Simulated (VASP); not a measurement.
Runs of VASP 6.6.1 on Pr3Mo. The structure is that of space group Pm-3m (No. 221), or close to it. The cells are those of the table. The cell was generated, and may not be a known phase.

```tsv
task	spin	cell	k mesh	gap on the mesh (eV)	pressure (GPa)	relaxed volume (Å³/atom)
relaxation of cell and atoms	off	relaxed from a = 5.077 Å, 4 atoms	4 × 4 × 4	none	0.0	(b)
relaxation of cell and atoms	off	relaxed from a = 4.877 Å, 4 atoms	10 × 10 × 10	none	0.0	28.62
single point	off	a = 5.077 Å, 4 atoms	4 × 4 × 4	none	(a)	-
single point	collinear	a = 4.877 Å, 4 atoms	4 × 4 × 4	none	-0.1	-
single point	off	a = 4.877 Å, 4 atoms	4 × 4 × 4	none	-0.2	-
```

Alike in all rows: level PBE; potentials or basis VASP PAW PBE potentials, release 64 (Pr_3, Mo_sv), 4f in core; cutoff (eV) 500; smearing gaussian 0.1 eV.

**Question.** Estimate the missing entries.

**Answer.** (a) -5.2; (b) 28.89.

Caveats: spin-orbit coupling is left out, which moves the levels of the heavy elements; the 4f electrons are frozen in the core, so they carry no moment and show no levels; the cell stands under tension (at least some runs); the magnetic or orbital state may not be the lowest (at least some runs).

A k mesh can miss the band edges, and the runs leave out spin-orbit coupling on Mo, Pr.

A gap of «none» marks levels without a gap at the run's occupations.
